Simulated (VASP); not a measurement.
Here is a VASP 6.6.1 calculation.

INCAR

```
SYSTEM = Ba
  AGGAC = 1.0
  AGGAX = 1.0
  ALDAC = 0.0
  ALDAX = 1.0
  ALGO = Normal
  EDIFF = 1E-6
  ENCUT = 500
  GGA = B5
  GGA_COMPAT = .FALSE.
  ISIF = 2
  ISMEAR = -1
  LASPH = .TRUE.
  LCHARG = .FALSE.
  LREAL = .FALSE.
  LWAVE = .FALSE.
  NBANDS = 11
  NELM = 120
  PREC = Accurate
  SIGMA = 0.1
```

KPOINTS

```
k-points
0
G
  7 7 7
  0 0 0
```

POSCAR

```
Ba
1.0
   -2.5065000000      2.5065000000      2.5065000000
    2.5065000000     -2.5065000000      2.5065000000
    2.5065000000      2.5065000000     -2.5065000000
Ba
1
Direct
    0.0000000000      0.0000000000      0.0000000000
```

Potentials or basis: VASP PAW PBE potentials, release 64 (Ba_sv).

Launch:

```bash
$ cat potpaw_PBE.64/Ba_sv/POTCAR > POTCAR
$ mpirun -np 1 vasp_std > vasp.out
```

Estimate the band gap on the k mesh.

zero (bands 5 and 6 overlap by 0.71 eV).

Estimate the pressure.

0.6 GPa.

Caveat: the PAW data sets were made with another functional, which shifts forces and pressure a little; spin-orbit coupling is left out, which moves the levels of the heavy elements.
